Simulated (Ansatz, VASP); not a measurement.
# One calculation of TiO2, two programs

```xyz
6
Lattice="2.7060 -2.7067 0.0000 2.7060 2.7067 0.0000 -2.6335 0.0000 4.7966" Properties=species:S:1:pos:R:3 pbc="T T T"
Ti    2.0477    1.9807    1.1992
Ti    0.7309   -1.9807    3.5975
O    -0.6205   -0.6563    3.2001
O     3.3990    0.6563    1.5966
O     2.0823   -0.6563    3.9949
O     0.6963    0.6563    0.8018
```

Alike in both runs: task single point; functional r2SCAN; k mesh 8 × 8 × 6; occupations methfessel-paxton of order 1, width 0.5 eV; no spin polarisation.

```csv
,VASP,Ansatz
version,VASP 6.6.1,Ansatz 0.2.0
potentials or method,"VASP PAW PBE potentials, release 64 (Ti_sv, O), cutoff 520 eV","scalar-relativistic, plane waves, PAW"
valence electrons in the cell,48,48
```

Ansatz gave:

```
gap on the k mesh at the Fermi level (eV)                     : 2.44
least direct gap on the mesh (eV)                             : 2.79
pressure (GPa)                                                : -6.4
traceless stress, the component that is largest in VASP (GPa) : 0.13
rms of the force components (eV/Å)                            : 0.110
```

**Question.** Which values does VASP return?

**Answer.** gap on the k mesh at the Fermi level (eV): 2.47; least direct gap on the mesh (eV): 2.83; pressure (GPa): -5.3; traceless stress, the component that is largest in VASP (GPa): 0.24; rms of the force components (eV/Å): 0.079.

VASP's potentials were made for PBE, not for r2SCAN. Atom by atom the forces differ by 0.035 eV/Å (rms over components).
